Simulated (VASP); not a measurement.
# ScH3: single point with PBEsol

Crystal: ScH3.

```xyz
4
Lattice="0.0000 2.3529 2.3529 2.3059 0.0000 2.3529 2.3059 2.3529 0.0000" Properties=species:S:1:pos:R:3 pbc="T T T"
Sc    0.0000    0.0000    0.0000
H     2.3059    2.3529    2.3529
H     1.1529    1.1765    1.1765
H     3.4588    3.5294    3.5294
```

| Item | Value |
| --- | --- |
| Program | VASP 6.6.1 |
| Task | single point |
| Functional | PBEsol |
| Potentials or basis | VASP PAW PBE potentials, release 64 (Sc_sv, H) |
| Cutoff | 520 eV |
| k mesh | 10 × 10 × 10 |
| Occupations | gaussian, width 0.05 eV |
| Spin | no spin polarisation |
| Dipole correction | no |
| Further INCAR settings | ALGO = Normal; EDIFF = 1e-06; NBANDS = 15 |

```yaml
Pressure: 2.7 GPa
Band_gap_on_the_k_mesh: zero (band 7 reaches 5.98 eV, above the bottom of band 8 at 5.66 eV)
```

Stress tensor (GPa, compression positive):
```
2.85 0.00 0.00
0.00 2.68 0.00
0.00 0.00 2.68
```

Levels at points of the mesh, in eV from the Fermi level:
```
           k point  band 4  band 5  band 6  band 7  band 8  band 9  band 10  band 11
(0.00, 0.00, 0.00)  -28.49  -11.61   -0.56   -0.04   -0.04    0.06     1.79     1.86
(0.50, 0.00, 0.00)  -28.54   -7.44   -7.12   -0.22   -0.14   -0.06     2.72     2.81
(0.50, 0.50, 0.00)  -28.63   -6.67   -5.93   -5.65    2.85    2.91     3.04     5.12
(0.00, 0.50, 0.50)  -28.65   -6.63   -6.10   -5.41    2.85    2.98     2.98     5.28
```

Run time: 54 s on 1 thread of Intel(R) Xeon(R) Platinum 8259CL CPU @ 2.50GHz (Skylake/Cascade Lake), with other jobs on the host, peak memory 0.18 GiB.

Caveat: the PAW data sets were made with another functional, which shifts forces and pressure a little.
